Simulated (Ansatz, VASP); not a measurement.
# Two plane-wave programs on AlNi3

```
Al Ni
1.0
    -0.20005    2.70197    2.70197
     2.70197   -0.20005    2.70197
     2.70197    2.70197   -0.20005
Al Ni
1 3
Direct
  0.50000 0.50000 0.50000
  0.25000 0.25000 0.25000
  0.00000 0.00000 0.00000
  0.75000 0.75000 0.75000
```

Alike in both runs: task single point; functional PBEsol; k mesh 14 × 14 × 14; occupations gaussian, width 0.15 eV; no spin polarisation.

|  | VASP | Ansatz |
| --- | --- | --- |
| version | VASP 6.6.1 | Ansatz 0.2.0 |
| potentials or method | VASP PAW PBE potentials, release 64 (Al, Ni), cutoff 520 eV | scalar-relativistic, plane waves, PAW |
| valence electrons in the cell | 33 | 57 |

```tsv
	VASP	Ansatz	Ansatz less VASP
gap on the k mesh at the Fermi level (eV)	none	none	-
pressure (GPa)	3.3	3.2	-0.07
traceless stress, the component that is largest in VASP (GPa)	13.47	13.55	+0.088
rms of the force components (eV/Å)	0.069	0.076	+0.0074
```

VASP's potentials were made for PBE, not for PBEsol, and Ansatz warns of the same on its side. Atom by atom the forces differ by 0.007 eV/Å (rms over components). A gap of «none» marks a metal or a gap that the smearing closes. VASP's potentials hold 33 valence electrons a cell and Ansatz's 57, so a difference there can come from the potentials and not from the codes.
